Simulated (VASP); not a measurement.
# Zr6GeRu (Pm-3) in VASP: relaxation of cell and atoms with PBE

Aim: the relaxation of cell and atoms of Zr6GeRu with PBE.

All numbers are computed with VASP 6.6.1; they aren't measurements. Logs are shortened: lines on timing, memory, paths and dates and some standing lists are left out, and cuts for length are marked.

## (1) The cell of the first run

The structure is cubic, space group Pm-3 (No. 200). The conventional cell has a = 5.159 Å, b = 5.159 Å, c = 5.159 Å, α = 90.00°, β = 90.00°, γ = 90.00°. Within 3.3 Å of Zr (site symmetry mm2) lie 10 Zr at 2.49 to 3.16 Å and 2 Ru at 2.86 Å and 2 Ge at 2.90 Å. Ge (site symmetry m-3) has 12 Zr at 2.90 Å within 3.8 Å. Ru (site symmetry m-3) has 12 Zr at 2.86 Å within 3.8 Å.

The cell was built from a structure type or drawn by symmetry, and may not be a known phase.

## (2) Relaxation of cell and atoms, PBE

Contents of INCAR:

```
SYSTEM = Zr6GeRu
PREC = Accurate ; ENCUT = 600
EDIFF = 1E-6 ; ISMEAR = 0
SIGMA = 0.2 ; LREAL = .False.
LASPH = .True. ; NELM = 100
ALGO = Normal ; ISIF = 3
LWAVE = .False. ; LCHARG = .False.
GGA = PE ; IBRION = 2
NSW = 36 ; EDIFFG = -0.08
```

Contents of KPOINTS:

```
Automatic mesh
0
Gamma
  3 3 3
  0 0 0
```

Contents of POSCAR:

```
Zr6GeRu
1.0
    5.1585777800      0.0000000000      0.0000000000
    0.0000000000      5.1585777800      0.0000000000
    0.0000000000      0.0000000000      5.1585777800
Zr Ge Ru
6 1 1
Direct
    0.0000000000      0.5000000000      0.7587450100
    0.5000000000      0.2412549900      0.0000000000
    0.7587450100      0.0000000000      0.5000000000
    0.0000000000      0.5000000000      0.2412549900
    0.5000000000      0.7587450100      0.0000000000
    0.2412549900      0.0000000000      0.5000000000
    0.5000000000      0.5000000000      0.5000000000
    0.0000000000      0.0000000000      0.0000000000
```

Potentials or basis: VASP PAW PBE potentials, release 64 (Zr_sv, Ge_d, Ru_pv).

On the command line:

```bash
$ cat potpaw_PBE.64/Zr_sv/POTCAR potpaw_PBE.64/Ge_d/POTCAR potpaw_PBE.64/Ru_pv/POTCAR > POTCAR
$ mpirun -np 1 vasp_std > vasp.out
```

OUTCAR:

```text
SYSTEM = Zr6GeRu
   PREC = Accurate
   ENCUT = 600
   EDIFF = 1E-6
   ISMEAR = 0
   LREAL = .False.
   LASPH = .True.
   NELM = 100
   ISIF = 3
   GGA = PE
   IBRION = 2
   NSW = 36
   EDIFFG = -0.08

 ion  position               nearest neighbor table
   1  0.000  0.500  0.759-   4 2.49   4 2.67   8 2.86   8 2.86   7 2.90   7 2.90   2 3.16   5 3.16
                             3 3.16   6 3.16   6 3.16   2 3.16   5 3.16   3 3.16
   2  0.500  0.241  0.000-   5 2.49   5 2.67   8 2.86   8 2.86   7 2.90   7 2.90   3 3.16   4 3.16
                             3 3.16   6 3.16   1 3.16   1 3.16   4 3.16   6 3.16
   3  0.759  0.000  0.500-   6 2.49   6 2.67   8 2.86   8 2.86   7 2.90   7 2.90   4 3.16   2 3.16
                             5 3.16   5 3.16   1 3.16   4 3.16   1 3.16   2 3.16
   4  0.000  0.500  0.241-   1 2.49   1 2.67   8 2.86   8 2.86   7 2.90   7 2.90   2 3.16   3 3.16
                             3 3.16   6 3.16   5 3.16   2 3.16   5 3.16   6 3.16
   5  0.500  0.759  0.000-   2 2.49   2 2.67   8 2.86   8 2.86   7 2.90   7 2.90   3 3.16   3 3.16
                             6 3.16   4 3.16   6 3.16   1 3.16   4 3.16   1 3.16
   6  0.241  0.000  0.500-   3 2.49   3 2.67   8 2.86   8 2.86   7 2.90   7 2.90   2 3.16   1 3.16
                             2 3.16   5 3.16   4 3.16   1 3.16   4 3.16   5 3.16
   7  0.500  0.500  0.500-   1 2.90   2 2.90   3 2.90   4 2.90   5 2.90   6 2.90   2 2.90   5 2.90
                             3 2.90   6 2.90   1 2.90   4 2.90
   8  0.000  0.000  0.000-   1 2.86   2 2.86   3 2.86   4 2.86   5 2.86   6 2.86   3 2.86   6 2.86
                             1 2.86   4 2.86   2 2.86   5 2.86

  LATTYP: Found a simple cubic cell.
 ALAT       =     5.1585777800

  Lattice vectors:

 A1 = (   5.1585777800,   0.0000000000,   0.0000000000)
 A2 = (   0.0000000000,   5.1585777800,   0.0000000000)
 A3 = (   0.0000000000,   0.0000000000,   5.1585777800)

Analysis of symmetry for initial positions (statically):
=====================================================================
 Subroutine PRICEL returns:
 Original cell was already a primitive cell.

 Routine SETGRP: Setting up the symmetry group for a
 simple cubic supercell.

 Subroutine GETGRP returns: Found 24 space group operations
 (whereof 24 operations were pure point group operations)
 out of a pool of 48 trial point group operations.

The static configuration has the point symmetry T_h .

Analysis of symmetry for dynamics (positions and initial velocities):
=====================================================================
 Subroutine PRICEL returns:
 Original cell was already a primitive cell.

 Routine SETGRP: Setting up the symmetry group for a
 simple cubic supercell.

 Subroutine GETGRP returns: Found 24 space group operations
 (whereof 24 operations were pure point group operations)
 out of a pool of 48 trial point group operations.

The dynamic configuration has the point symmetry T_h .

 Subroutine INISYM returns: Found 24 space group operations
 (whereof 24 operations are pure point group operations),
 and found     1 'primitive' translations

----------------------------------------------------------------------------------------

[... 79 lines left out ...]
   LSORBIT =      F    spin-orbit coupling
   LASPH  =      T    aspherical Exc in radial PAW
   ENCUT  =  600.0 eV  44.10 Ry    6.64 a.u.  10.30 10.30 10.30*2*pi/ulx,y,z
   NELM   =    100;   NELMIN=  2; NELMDL= -5     # of ELM steps
   EDIFF  = 0.1E-05   stopping-criterion for ELM
   LREAL  =      F    real-space projection
   EDIFFG = -.8E-01   stopping-criterion for IOM
   NSW    =     36    number of steps for IOM
   IBRION =      2    ionic relax: 0-MD 1-quasi-New 2-CG
   NFREE  =      1    steps in history (QN), initial steepest desc. (CG)
   ISIF   =      3    stress and relaxation
   ISYM   =      2    0-nonsym 1-usesym 2-fastsym
   POTIM  = 0.5000    time-step for ionic-motion
   TEBEG  =    0.0;   TEEND  =   0.0 temperature during run
   PSTRESS=    0.0 pullay stress
   NELECT =     100.0000    total number of electrons
   NUPDOWN=      -1.0000    fix difference up-down
   EMIN   =  10.00;   EMAX   =-10.00  energy-range for DOS
   EFERMI =   0.00;   METHOD = LEGACY
   ISMEAR =     0;   SIGMA  =   0.20  broadening in eV -4-tet -1-fermi 0-gaus
   EFERMI_NEDOS =   21; number of points for ismear=-14 and -15
   IALGO  =     38    algorithm
   IMIX   =      4    mixing-type and parameters
     AMIX     =   0.40;   BMIX     =  1.00
     AMIX_MAG =   1.60;   BMIX_MAG =  1.00
  volume/ion in A,a.u.               =      17.16       115.80
  Fermi-wavevector in a.u.,A,eV,Ry     =   1.473030  2.783623 29.522147  2.169817
  Thomas-Fermi vector in A             =   2.587972
   LORBIT       =      0    0 simple, 1 ext, 2 COOP (PROOUT), +10 PAW based schemes
   GGA     = PE    functional components
   LHFCALC =     F    Hartree Fock is set to
   AEXX    =    0.0000 exact exchange contribution
   IVDW    =     0    specifies the selected vdW correction
   LEPSILON=     F    determine dielectric tensor
   LRPA    =     F    only Hartree local field effects (RPA)
 conjugate gradient relaxation of ions
 non-spin polarized calculation
 Gauss-broadening in eV      SIGMA  =   0.20
  energy-cutoff  :      600.00
  volume of cell :      137.27
 maximum number of plane-waves:      4625
 NGX is ok and might be reduce to    42
   NGX = 21   NGY = 21   NGZ = 21

--------------------------------------- Ionic step        1  -------------------------------------------

 number of electron     100.0000009 magnetization

 Free energy of the ion-electron system (eV)
  ---------------------------------------------------
  ext. energy  EPLUGINS =         0.00000000
  ---------------------------------------------------
  free energy    TOTEN  =       -65.23151150 eV

  energy without entropy =      -65.02103703  energy(sigma->0) =      -65.12627427

 E-fermi :  11.4258     XC(G=0): -12.4697

 val. band max:       11.3238363597   @ k =   0.3333   0.3333   0.0000
 cond. band min:      11.4700494225   @ k =   0.3333   0.3333   0.0000
 fundamental gap:      0.1462130628
 Fermi energy:        11.4257712613

 k-point     1 :       0.0000    0.0000    0.0000
  band No.  band energies     occupation
      1     -36.7915      2.00000
      2     -36.6175      2.00000
      3     -36.6175      2.00000
      4     -36.1616      2.00000
      5     -36.1616      2.00000
      6     -36.1616      2.00000
[... 450 lines left out ...]
--------------------------------------- Ionic step        6  -------------------------------------------

 number of electron     100.0000020 magnetization

 Free energy of the ion-electron system (eV)
  ---------------------------------------------------
  ext. energy  EPLUGINS =         0.00000000
  ---------------------------------------------------
  free energy    TOTEN  =       -67.10896485 eV

  energy without entropy =      -66.89350925  energy(sigma->0) =      -67.00123705

 E-fermi :   9.3754     XC(G=0): -11.6496

 val. band max:        9.3637691560   @ k =   0.3333   0.0000   0.0000
 cond. band min:       9.4469394011   @ k =   0.3333   0.3333   0.0000
 fundamental gap:      0.0831702451
 Fermi energy:         9.3753977095

 k-point     1 :       0.0000    0.0000    0.0000
  band No.  band energies     occupation
      1     -39.0470      2.00000
      2     -38.9591      2.00000
      3     -38.9591      2.00000
      4     -38.7075      2.00000
      5     -38.7075      2.00000
      6     -38.7075      2.00000
[... 276 lines left out ...]
  FREE ENERGIE OF THE ION-ELECTRON SYSTEM (eV)
  ---------------------------------------------------
  free  energy   TOTEN  =       -67.1089648467 eV

  energy  without entropy=      -66.8935092507  energy(sigma->0) =      -67.00123705

 reached required accuracy - stopping structural energy minimisation
```

CONTCAR:

```text
Zr6GeRu
   1.00000000000000
     5.4461095197229099   -0.0000000000000000    0.0000000000000000
    -0.0000000000000000    5.4461095197229108    0.0000000000000000
    -0.0000000000000000   -0.0000000000000000    5.4461095197229108
  Zr              Ge              Ru
     6     1     1
Direct
     0.0000000000000000    0.5000000000000000    0.7528154739378626
     0.5000000000000000    0.2471845260621374    0.0000000000000000
     0.7528154739378626    0.0000000000000000    0.5000000000000000
     0.0000000000000000    0.5000000000000000    0.2471845260621374
     0.5000000000000000    0.7528154739378626    1.0000000000000000
     0.2471845260621374    0.0000000000000000    0.5000000000000000
     0.5000000000000000    0.5000000000000000    0.5000000000000000
     0.0000000000000000    0.0000000000000000    0.0000000000000000

  0.00000000E+00  0.00000000E+00  0.00000000E+00
  0.00000000E+00  0.00000000E+00  0.00000000E+00
  0.00000000E+00  0.00000000E+00  0.00000000E+00
  0.00000000E+00  0.00000000E+00  0.00000000E+00
  0.00000000E+00  0.00000000E+00  0.00000000E+00
  0.00000000E+00  0.00000000E+00  0.00000000E+00
  0.00000000E+00  0.00000000E+00  0.00000000E+00
  0.00000000E+00  0.00000000E+00  0.00000000E+00
```

Wall time 5 min (1 thread of AMD EPYC 7R43 (Zen 3), shared host); peak memory 0.24 GiB.

Results:

- Free energy: -67.1090 eV
- Relaxed volume: 20.19 Å³/atom
- Relaxed cell: a = 5.446 Å, b = 5.446 Å, c = 5.446 Å, α = 90.00°, β = 90.00°, γ = 90.00°
- Space group after relaxing (to 0.1 Å): Pm-3 (No. 200)
- Energy gained by relaxing: 234.7 meV/atom
- Ionic steps: 6
- Pressure after relaxing: 0.2 GPa
- Largest force after relaxing: 0.034 eV/Å
- Band gap on the k mesh: zero (bands 50 and 51 overlap by 0.46 eV)

Forces on the atoms (eV/Å):
```
Zr   0.000  0.000 -0.034
Zr   0.000  0.034  0.000
Zr  -0.034  0.000  0.000
Zr   0.000  0.000  0.034
Zr   0.000 -0.034  0.000
Zr   0.034  0.000  0.000
Ge   0.000  0.000  0.000
Ru   0.000  0.000  0.000
```

Step by step:
| step | energy change (eV) | largest force (eV/Å) | pressure (GPa) | volume (Å³) |
| --- | --- | --- | --- | --- |
| 1 | 0.0000 | 1.0985 | 26.45 | 137.27 |
| 2 | 0.5949 | 0.5635 | -16.26 | 201.61 |
| 3 | -1.8712 | 0.0901 | -1.06 | 163.41 |
| 4 | -1.8751 | 0.1225 | -0.24 | 162.28 |
| 5 | -1.8749 | 0.1382 | 0.14 | 161.75 |
| 6 | -1.8775 | 0.0338 | 0.22 | 161.53 |

Final structure:
```cif
data_structure
_symmetry_space_group_name_H-M 'P 1'
_symmetry_Int_Tables_number 1
_cell_length_a 5.4461
_cell_length_b 5.4461
_cell_length_c 5.4461
_cell_angle_alpha 90.000
_cell_angle_beta 90.000
_cell_angle_gamma 90.000
_cell_volume 161.53
loop_
_atom_site_label
_atom_site_type_symbol
_atom_site_fract_x
_atom_site_fract_y
_atom_site_fract_z
_atom_site_occupancy
Zr1 Zr 0.00000 0.50000 0.75282 1
Zr2 Zr 0.50000 0.24718 0.00000 1
Zr3 Zr 0.75282 0.00000 0.50000 1
Zr4 Zr 0.00000 0.50000 0.24718 1
Zr5 Zr 0.50000 0.75282 0.00000 1
Zr6 Zr 0.24718 0.00000 0.50000 1
Ge1 Ge 0.50000 0.50000 0.50000 1
Ru1 Ru 0.00000 0.00000 0.00000 1
```

Levels at points of the mesh, in eV from the Fermi level:
```
           k point  band 46  band 47  band 48  band 49  band 50  band 51  band 52  band 53  band 54  band 55
(0.00, 0.00, 0.00)    -1.27    -0.62    -0.62    -0.48    -0.38    -0.38    -0.38     1.02     1.02     1.16
```

Caveat: the k points lie up to 0.38 Å⁻¹ apart in the final cell; the volume moved by over 15 % at a fixed basis, so the end points are rough; the relaxation stopped at a loose force limit of 0.08 eV/Å, so its end isn't a converged minimum.
